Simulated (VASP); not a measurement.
Crystal: Ga.

```
Ga
1.0
     2.71648    0.00000    0.00000
     0.00000    2.71648    0.00000
     0.00000    0.00000    2.71648
Ga
1
Direct
  0.00000 0.00000 0.00000
```

```yaml
Program: VASP 6.6.1
Task: relaxation of cell and atoms
Functional: HF
Potentials_or_basis: VASP PAW PBE potentials, release 64 (Ga_d)
Cutoff: 600 eV
k_mesh: 5 × 5 × 5
Occupations: fermi-dirac, width 0.05 eV
Spin: no spin polarisation
```

At the start: pressure 4.4 GPa; volume 20.05 Å³/atom.

Task: Where does the relaxation end?

Result: Over 3 steps the energy falls by 23.3 meV/atom and the volume is 21.89 Å³/atom (+9.2 %); space group Pm-3m (No. 221, to 0.05 Å).

The path:
```tsv
step	energy change (eV)	largest force (eV/Å)	pressure (GPa)	volume (Å³)
1	0.0000	0.0000	4.45	20.05
2	-0.0231	0.0000	0.33	21.70
3	-0.0233	0.0000	-0.01	21.89
```

Final structure:
```
Ga
1.0
     2.79731    0.00000    0.00000
     0.00000    2.79731    0.00000
     0.00000    0.00000    2.79731
Ga
1
Direct
  0.00000 0.00000 0.00000
```

Caveat: the k points lie up to 0.45 Å⁻¹ apart in the final cell; the PAW data sets were made with another functional, which shifts forces and pressure a little.
